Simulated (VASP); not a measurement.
Wanted: the native input for a VASP 6.6.1 run.

```
Task                   : single point
Functional             : BLYP
Potentials or basis    : VASP PAW PBE potentials, release 64 (W_sv)
Cutoff                 : 520 eV
k mesh                 : 10 × 10 × 10
Occupations            : fermi-dirac, width 0.1 eV
Spin                   : no spin polarisation
Dipole correction      : no
Further INCAR settings : ALGO = Normal; EDIFF = 1e-06; NBANDS = 21
```

The structure of W lies in POSCAR:

```
W
1.0
    0.0000000000      2.9174347899      2.9174347899
    2.9174347899      0.0000000000      2.9174347899
    2.9174347899      2.9174347899      0.0000000000
W
2
Direct
    0.1250000000      0.1250000000      0.1250000000
    0.8750000000      0.8750000000      0.8750000000
```

This cell differs from its parent crystal: volume scaled by 0.96.

One way to write it, as run:

INCAR

```
PREC = Accurate
ENCUT = 520
EDIFF = 1E-6
ISMEAR = -1
SIGMA = 0.1
LREAL = F
LASPH = T
NELM = 100
ALGO = Normal
ISIF = 2
LWAVE = F
LCHARG = T
GGA = B5
ALDAX = 1.0
AGGAX = 1.0
AGGAC = 1.0
ALDAC = 0.0
LELF = T
LVHAR = T
NBANDS = 21
```

KPOINTS

```
Automatic mesh
0
Gamma
  10 10 10
```

Potentials or basis: VASP PAW PBE potentials, release 64 (W_sv).

The run is started by

```sh
$ cat potpaw_PBE.64/W_sv/POTCAR > POTCAR
$ mpirun -np 1 vasp_std > vasp.out
```

Results of the run:

```json
{
 "Pressure": "5.8 GPa",
 "Band gap on the k mesh": "zero (band 14 reaches 6.20 eV, above the bottom of band 15 at 5.45 eV)"
}
```

Caveat: the PAW data sets were made with another functional, which shifts forces and pressure a little; spin-orbit coupling is left out, which moves the levels of the heavy elements.

It took 28 s on 1 thread of Intel(R) Xeon(R) 6975P-C (Granite Rapids), on a shared host, peak memory 0.18 GiB.
